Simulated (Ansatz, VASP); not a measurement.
One calculation of MoS2, two programs

```
Mo S
1.0
     1.59257    0.91947    6.49692
    -1.59257    0.91947    6.49692
     0.00000   -1.83894    6.49692
Mo S
1 2
Direct
  0.00011 0.00011 0.00011
  0.25381 0.25381 0.25381
  0.41309 0.41309 0.41309
```

Alike in both runs: functional r2SCAN; k mesh 12 × 12 × 12; occupations fermi-dirac, width 0.1 eV; no spin polarisation.

Ansatz relaxed the structure, and its values are those at the end. VASP's run is a single point on that final structure, the one shown.

|  | VASP | Ansatz |
| --- | --- | --- |
| version | VASP 6.6.1 | Ansatz 0.2.0 |
| potentials or method | VASP PAW PBE potentials, release 64 (Mo_sv, S) | PAW with Ansatz's default frozen-core files, scalar-relativistic |
| plane-wave cutoff (eV) | 520 | 500 |
| valence electrons in the cell | 26 | 26 |

|  | VASP | Ansatz | Ansatz less VASP |
| --- | --- | --- | --- |
| pressure (GPa) | 0.0 | 0.0 | -0.04 |

VASP's potentials were made for PBE, not for r2SCAN. With one functional, cell and mesh, what is left measures potentials, basis and numerics.
